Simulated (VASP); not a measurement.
# Al2MoN3 (P6/mmm) in VASP: further runs, part 2 of 2

VASP 6.6.1. Earlier steps stand in the parts before.

### 3 Single point, PBE, collinear spin, ferromagnetic start

This run uses another cell than the first one, of 16.35 Å³/atom, 0.998 times its volume.

Contents of INCAR:

```
ALGO     = Normal         # electronic algorithm
EDIFF    = 1E-6           # SCF threshold, eV
ENCUT    = 520            # plane-wave cutoff, eV
GGA      = PE             # functional
ISIF     = 2              # what is computed and relaxed
ISMEAR   = 0              # smearing method
ISPIN    = 2              # spin polarisation
LASPH    = True           # aspherical terms in the spheres
LCHARG   = False          # write CHGCAR
LMAXMIX  = 4              # l up to which the mixer works
LORBIT   = 11             # projections on sites
LREAL    = False          # projectors in reciprocal space
LWAVE    = False          # write WAVECAR
MAGMOM   = 0 0 1 0 0 0    # initial moments
NBANDS   = 30             # bands
NELM     = 150            # most SCF steps
PREC     = Accurate       # precision mode
SIGMA    = 0.1            # smearing width, eV
```

Contents of KPOINTS:

```
k-points
0
Gamma
  6 6 4
```

Contents of POSCAR:

```
Al2MoN3
1.0
    4.7565669000      0.0000000000      0.0000000000
   -2.3782834500      4.1193077700      0.0000000000
    0.0000000000      0.0000000000      5.0057201300
Al Mo N
2 1 3
Direct
    0.3333333300      0.6666666700      0.5000000000
    0.6666666700      0.3333333300      0.5000000000
    0.0000000000      0.0000000000      0.0000000000
    0.5000000000      0.0000000000      0.5000000000
    0.0000000000      0.5000000000      0.5000000000
    0.5000000000      0.5000000000      0.5000000000
```

Potentials or basis: VASP PAW PBE potentials, release 64 (Al, Mo_sv, N).

Run with:

```
$ cat potpaw_PBE.64/Al/POTCAR potpaw_PBE.64/Mo_sv/POTCAR potpaw_PBE.64/N/POTCAR > POTCAR
$ mpirun -np 1 vasp_std > vasp.out
```

OUTCAR:

```text
EDIFF = 1E-6
   ENCUT = 520
   GGA = PE
   ISIF = 2
   ISMEAR = 0
   ISPIN = 2
   LASPH = True
   LORBIT = 11
   LREAL = False
   NELM = 150
   PREC = Accurate

 ion  position               nearest neighbor table
   1  0.333  0.667  0.500-   4 1.37   5 1.37   6 1.37   2 2.75   2 2.75   2 2.75
   2  0.667  0.333  0.500-   4 1.37   5 1.37   6 1.37   1 2.75   1 2.75   1 2.75
   3  0.000  0.000  0.000-
   4  0.500  0.000  0.500-   1 1.37   2 1.37
   5  0.000  0.500  0.500-   1 1.37   2 1.37
   6  0.500  0.500  0.500-   1 1.37   2 1.37

  LATTYP: Found a hexagonal cell.
 ALAT       =     4.7565669000
 C/A-ratio  =     1.0523808947

  Lattice vectors:

 A1 = (   4.7565669000,   0.0000000000,   0.0000000000)
 A2 = (  -2.3782834500,   4.1193077700,   0.0000000000)
 A3 = (   0.0000000000,   0.0000000000,   5.0057201300)

Analysis of symmetry for initial positions (statically):
=====================================================================
 Subroutine PRICEL returns:
 Original cell was already a primitive cell.

[... 1551 lines left out ...]
  Total      116.7153887    116.7153887     -6.0323556      0.0000000     -0.0000000      0.0000000
  in kB     1906.5767299   1906.5767297    -98.5401231      0.0000000     -0.0000000      0.0000000
  external PRESSURE =    1238.2044455 kB  Pullay stress =       0.0000000 kB

 VOLUME and BASIS-vectors are now :
 -----------------------------------------------------------------------------
  energy-cutoff  :      520.00
  volume of cell :       98.08
      direct lattice vectors                 reciprocal lattice vectors
     4.756566900  0.000000000  0.000000000     0.210235664  0.121379617  0.000000000
    -2.378283450  4.119307770  0.000000000     0.000000000  0.242759234  0.000000000
     0.000000000  0.000000000  5.005720130     0.000000000  0.000000000  0.199771456

 POSITION                                       TOTAL-FORCE (eV/Angst)
 -----------------------------------------------------------------------------------
     -0.00000      2.74621      2.50286         0.000000     -0.000000      0.000000
      2.37828      1.37310      2.50286        -0.000000      0.000000     -0.000000
      0.00000      0.00000      0.00000        -0.000000      0.000000     -0.000000
      2.37828      0.00000      2.50286        -0.000000      0.000000     -0.000000
     -1.18914      2.05965      2.50286        -0.000000      0.000000     -0.000000
      1.18914      2.05965      2.50286        -0.000000      0.000000     -0.000000
 -----------------------------------------------------------------------------------
    total drift:                                0.000000      0.000000      0.000000

  FREE ENERGIE OF THE ION-ELECTRON SYSTEM (eV)
  ---------------------------------------------------
  free  energy   TOTEN  =       -11.5406144819 eV

  energy  without entropy=      -11.5221401084  energy(sigma->0) =      -11.53137730

 total charge

# of ion       s       p       d       tot
------------------------------------------
    1        0.723   1.220   0.000   1.943
    2        0.723   1.220   0.000   1.943
    3        2.088   5.968   3.978  12.034
    4        1.389   2.813   0.000   4.201
    5        1.389   2.813   0.000   4.201
    6        1.389   2.813   0.000   4.201
--------------------------------------------------
tot          7.699  16.846   3.978  28.523

 magnetization (x)

# of ion       s       p       d       tot
------------------------------------------
    1        0.001   0.001   0.000   0.002
    2        0.001   0.001   0.000   0.002
    3        0.057   0.022   3.872   3.951
    4        0.005   0.009   0.000   0.014
    5        0.005   0.009   0.000   0.014
    6        0.005   0.009   0.000   0.014
--------------------------------------------------
tot          0.074   0.052   3.872   3.997
```

OSZICAR:

```text
N       E                     dE             d eps       ncg     rms          rms(c)
DAV:   1     0.253360359501E+03    0.25336E+03   -0.17264E+04  2560   0.106E+03
DAV:   2    -0.367151306262E+02   -0.29008E+03   -0.27818E+03  3454   0.294E+02
DAV:   3    -0.536115168082E+02   -0.16896E+02   -0.16720E+02  3100   0.690E+01
[... 13 lines left out ...]
DAV:  17    -0.115405717937E+02   -0.67461E-04   -0.14993E-04  2874   0.683E-02    0.410E-02
DAV:  18    -0.115406069854E+02   -0.35192E-04   -0.23269E-05  2730   0.302E-02    0.131E-02
DAV:  19    -0.115406121364E+02   -0.51510E-05   -0.43886E-06  2626   0.114E-02    0.613E-03
DAV:  20    -0.115406137705E+02   -0.16341E-05   -0.92818E-07  2266   0.577E-03    0.518E-03
DAV:  21    -0.115406144819E+02   -0.71141E-06   -0.57850E-07  2156   0.422E-03
   1 F= -.11540614E+02 E0= -.11531377E+02  d E =-.184744E-01  mag=     4.8649
```

stdout:

```text
POSCAR found type information on POSCAR AlMoN
 POSCAR found :  3 types and       6 ions
 scaLAPACK will be used
 LDA part: xc-table for (Slater+PW92), standard interpolation
 POSCAR, INCAR and KPOINTS ok, starting setup
 FFT: planning ... GRIDC
 FFT: planning ... GRID_SOFT
 FFT: planning ... GRID
 WAVECAR not read
 entering main loop
```

It took 63 s on 1 thread of Intel Xeon 6975P-C (Granite Rapids), shared host; peak memory 0.3 GiB.

Results:

| Property | Result |
| --- | --- |
| Free energy | -11.5406 eV |
| Pressure | 123.8 GPa |
| Net moment | 4.87 μB per cell |
| Site moments | Al +0.00; Mo +3.95; N +0.01 μB |
| Valence electrons inside the program's atomic spheres | Al 1.94; Mo 12.03; N 4.20 |
